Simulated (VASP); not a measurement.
A run of VASP 6.6.1:

Contents of INCAR:

```
PREC = Accurate
ENCUT = 520
EDIFF = 1E-6
ISMEAR = -1
SIGMA = 0.05
LREAL = False
LASPH = True
NELM = 80
ALGO = Normal
ISIF = 2
LWAVE = False
LCHARG = False
GGA = PE
NBANDS = 16
```

KPOINTS

```
Automatic mesh
0
Gamma
  9 9 8
```

Contents of POSCAR:

```
NbTe
1.0
    3.7029740000      0.0000000000      0.0000000000
   -1.8514870000      3.2068700000      0.0000000000
    0.0000000000      0.0000000000      3.6942110000
Nb Te
1 1
Direct
    0.0000000000      0.0000000000      0.5000000000
    0.6666666667      0.3333333333      0.0000000000
```

Potentials or basis: VASP PAW PBE potentials, release 64 (Nb_sv, Te).

The run is started by

```sh
$ cat potpaw_PBE.64/Nb_sv/POTCAR potpaw_PBE.64/Te/POTCAR > POTCAR
$ mpirun -np 1 vasp_std > vasp.out
```

Hardware: 1 thread of Intel Xeon 6975P-C, with other jobs on the host.

Task: How long does it take, and how much memory?

Result: It took 20 s on 1 thread of Intel Xeon 6975P-C, with other jobs on the host, peak memory 0.18 GiB. Counts: scf iterations 13, k points 60.
